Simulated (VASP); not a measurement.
Ta:

```
Ta
1.0
     2.86050    0.00000    0.00000
    -1.43025    2.47726    0.00000
     0.00000    0.00000    2.68887
Ta
1
Direct
  0.00000 0.00000 0.00000
```

| Quantity | Value |
| --- | --- |
| Program | VASP 6.6.1 |
| Task | relaxation of cell and atoms |
| Functional | PBE |
| Potentials or basis | VASP PAW PBE potentials, release 64 (Ta_pv) |
| Cutoff | 600 eV |
| k mesh | 17 × 17 × 16 |
| Occupations | fermi-dirac, width 0.05 eV |
| Spin | no spin polarisation |

At the start: pressure 6.7 GPa; volume 19.05 Å³/atom.

Problem. How do energy, volume and symmetry change on relaxing?

Solution. Over 9 steps the energy falls by 15.4 meV/atom and the volume is 19.79 Å³/atom (+3.8 %); space group P6/mmm (No. 191, to 0.05 Å).

The path:
```csv
step,energy change (eV),largest force (eV/Å),pressure (GPa),volume (Å³)
1,0.0000,0.0000,6.69,19.05
2,0.0404,0.0000,-10.66,21.33
3,-0.0153,0.0000,-0.17,19.81
4,-0.0153,0.0000,-0.04,19.79
5,-0.0153,0.0000,0.08,19.78
6,-0.0153,0.0000,0.13,19.77
7,-0.0153,0.0000,0.12,19.77
8,-0.0153,0.0000,-0.12,19.81
9,-0.0154,0.0000,0.00,19.79
```

Final structure:
```
Ta
1.0
     2.89144    0.00000    0.00000
    -1.44572    2.50406    0.00000
     0.00000    0.00000    2.73277
Ta
1
Direct
  0.00000 0.00000 0.00000
```
